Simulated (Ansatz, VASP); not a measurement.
**BN: VASP beside Ansatz**

The input INCAR:

```
SYSTEM = BN
PREC = Accurate
ENCUT = 520
EDIFF = 1E-7
ISMEAR = 0
SIGMA = 0.02
LREAL = .FALSE.
LASPH = .TRUE.
NELM = 120
ALGO = Normal
ISIF = 2
LWAVE = .FALSE.
LCHARG = .FALSE.
IBRION = 2
NSW = 60
EDIFFG = -0.002
GGA_COMPAT = .FALSE.
NELMIN = 4
```

Contents of KPOINTS:

```
Automatic mesh
0
G
  9 9 9
  0 0 0
```

The input POSCAR:

```
BN
1.0
   -0.0071596179      1.7558962877      1.7558962877
    1.7558962877     -0.0071596179      1.7558962877
    1.7558962877      1.7558962877     -0.0071596179
B N
1 1
Direct
    0.0002453960      0.0002453960      0.0002453960
    0.2497546040      0.2497546040      0.2497546040
```

Input for Ansatz:

```yaml
crystal:
  lattice:
    - [-0.0071596179, 1.7558962877, 1.7558962877]
    - [1.7558962877, -0.0071596179, 1.7558962877]
    - [1.7558962877, 1.7558962877, -0.0071596179]
  atoms:
    - { symbol: B, position: [0.000245396, 0.000245396, 0.000245396] }
    - { symbol: "N", position: [0.249754604, 0.249754604, 0.249754604] }
basis:
  ecutwfc: 420
kpoints:
  mp_grid: { grid: [9, 9, 9] }
hamiltonian:
  xc: lda
  pseudopotentials: { kind: paw, azcp: { folder: soft_1 } }
scf:
  occupations: { method: gaussian, width: 0.02 }
output:
  forces: true
  stress: true
  eigenvalues: true
relax:
  adjacent_minimum: "off"
  f_tol: 0.002
  max_steps: 40
```

Change from the starting cell: strained cell.

Alike in both runs: task relaxation of the atoms; functional LDA; k mesh 9 × 9 × 9; occupations gaussian, width 0.02 eV; no spin polarisation.

|  | VASP | Ansatz |
| --- | --- | --- |
| version | VASP 6.6.1 | Ansatz 0.2.0 |
| potentials or method | VASP PAW LDA potentials, release 64 (B, N), cutoff 520 eV | scalar-relativistic, plane waves, PAW |
| valence electrons in the cell | 8 | 8 |

```tsv
	VASP	Ansatz	Ansatz less VASP
gap on the k mesh at the Fermi level, each at its own relaxed structure (eV)	4.57	4.58	+0.013
```

Ansatz warns that its potentials were made for another functional, while VASP's fit it. LDA's correlation is that of Perdew and Zunger in VASP and of Perdew and Wang (1992) in Ansatz. Ansatz's warnings: stress scf threshold loose.
